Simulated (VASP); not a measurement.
Input of a VASP 6.6.1 run:

File INCAR:

```
SYSTEM = NbP
ALGO     = Normal         ! electronic algorithm
EDIFF    = 1E-6           ! SCF threshold, eV
EDIFFG   = -0.01          ! ionic threshold
ENCUT    = 600            ! plane-wave cutoff, eV
GGA      = PE             ! functional
IBRION   = 2              ! ionic algorithm
ISIF     = 3              ! what is computed and relaxed
ISMEAR   = -4             ! smearing method
ISYM     = 0            
LASPH    = .TRUE.         ! aspherical terms in the spheres
LCHARG   = .FALSE.        ! write CHGCAR
LREAL    = .FALSE.        ! projectors in reciprocal space
LWAVE    = .FALSE.        ! write WAVECAR
NELM     = 60             ! most SCF steps
NSW      = 60             ! ionic steps
PREC     = Accurate       ! precision mode
SIGMA    = 0.1            ! smearing width, eV
```

The input KPOINTS:

```
k-points
0
G
  6 6 6
  0 0 0
```

File POSCAR:

```
NbP
1.0
    0.0000000000      3.3268650000      0.0000000000
    3.3268650000      0.0000000000      0.0000000000
    1.6634330000      1.6634330000     -5.6931920000
Nb P
2 2
Direct
    0.0000000000      0.0000000000      0.0000000000
    0.7500000000      0.2500000000      0.5000000000
    0.5000000000      0.5000000000      0.0000000000
    0.2500000000      0.7500000000      0.5000000000
```

Potentials or basis: VASP PAW PBE potentials, release 64 (Nb_sv, P).

Command:

```sh
$ cat potpaw_PBE.64/Nb_sv/POTCAR potpaw_PBE.64/P/POTCAR > POTCAR
$ mpirun -np 1 vasp_std > vasp.out
```

Problem. Predict the relaxed cell.

Solution. a = 3.506 Å, b = 3.505 Å, c = 5.777 Å, α = 72.36°, β = 72.34°, γ = 90.03°.

Problem. What does it give for the band gap on the k mesh?

Solution. Zero (bands 18 and 19 overlap by 0.88 eV).

Problem. Estimate the space group after relaxing (to 0.1 Å).

Solution. I4_1/amd (No. 141).

The path:
| step | energy change (eV) | largest force (eV/Å) | pressure (GPa) | volume (Å³) |
| --- | --- | --- | --- | --- |
| 1 | 0.0000 | 0.0055 | 18.43 | 63.01 |
| 2 | 0.8724 | 0.0037 | -24.37 | 79.95 |
| 3 | -0.6694 | 0.0113 | -6.36 | 69.05 |
| 4 | -0.6736 | 0.0059 | -4.97 | 68.62 |
| 5 | -0.6736 | 0.0062 | -4.62 | 68.51 |
| 6 | -0.8295 | 0.0032 | -1.14 | 65.11 |
| 7 | -0.8416 | 0.0036 | 0.44 | 64.07 |
| 8 | -0.8417 | 0.0036 | 0.59 | 63.98 |
| 9 | -0.8411 | 0.0024 | -0.76 | 64.35 |
| 10 | -0.8422 | 0.0028 | 0.02 | 64.13 |

PBE usually gives volumes a little too large and moduli too small. Zero-point motion and thermal expansion aren't in these numbers.
